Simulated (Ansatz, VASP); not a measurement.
One calculation of BN, two programs

File INCAR:

```
SYSTEM = BN
PREC = Accurate
ENCUT = 520
EDIFF = 1E-7
ISMEAR = 0
SIGMA = 0.05
LREAL = .False.
LASPH = .True.
NELM = 100
ALGO = Normal
ISIF = 2
LWAVE = .False.
LCHARG = .True.
GGA = PE
LELF = .True.
LVHAR = .True.
NBANDS = 16
```

Contents of KPOINTS:

```
Automatic mesh
0
Gamma
  12 12 6
  0 0 0
```

File POSCAR:

```
BN
1.0
    2.5539396017      0.0000000000      0.0000000000
   -1.2769698009      2.2117765748      0.0000000000
    0.0000000000      0.0000000000      4.2268550000
B N
2 2
Direct
    0.4317355040      0.3333333333      0.9287492445
    0.3333333333      0.6666666667      0.4997240000
    0.6666666667      0.3333333333      0.6252760000
    0.3333333333      0.6666666667      0.1252760000
```

Input for Ansatz:

```yaml
crystal:
  lattice:
    - [2.5539396017, 0.0, 0.0]
    - [-1.2769698009, 2.2117765748, 0.0]
    - [0.0, 0.0, 4.226855]
  atoms:
    - { symbol: B, position: [0.431735504, 0.3333333333, 0.9287492445] }
    - { symbol: B, position: [0.3333333333, 0.6666666667, 0.499724] }
    - { symbol: "N", position: [0.6666666667, 0.3333333333, 0.625276] }
    - { symbol: "N", position: [0.3333333333, 0.6666666667, 0.125276] }
basis:
  ecutwfc: 420
kpoints:
  mp_grid: { grid: [12, 12, 6] }
hamiltonian:
  xc: pbe
scf:
  occupations: { method: gaussian, width: 0.05 }
output:
  forces: true
  stress: true
  eigenvalues: true
  write_density: true
  write_potential: true
  elf: true
  volumetric_format: npy
```

Alike in both runs: task single point; functional PBE; k mesh 12 × 12 × 6; occupations gaussian, width 0.05 eV; no spin polarisation.

```csv
,VASP,Ansatz
version,VASP 6.6.1,Ansatz 0.2.0
potentials or method,"VASP PAW PBE potentials, release 64 (B, N), cutoff 520 eV","scalar-relativistic, plane waves, PAW"
valence electrons in the cell,16,16
```

```csv
,VASP,Ansatz,Ansatz less VASP
gap on the k mesh at the Fermi level (eV),0.83,0.84,+0.008
least direct gap on the mesh (eV),2.27,2.27,+0.008
rms of the force components (eV/Å),3.337,3.337,-0.0002
```

Atom by atom the forces differ by 0.009 eV/Å (rms over components).
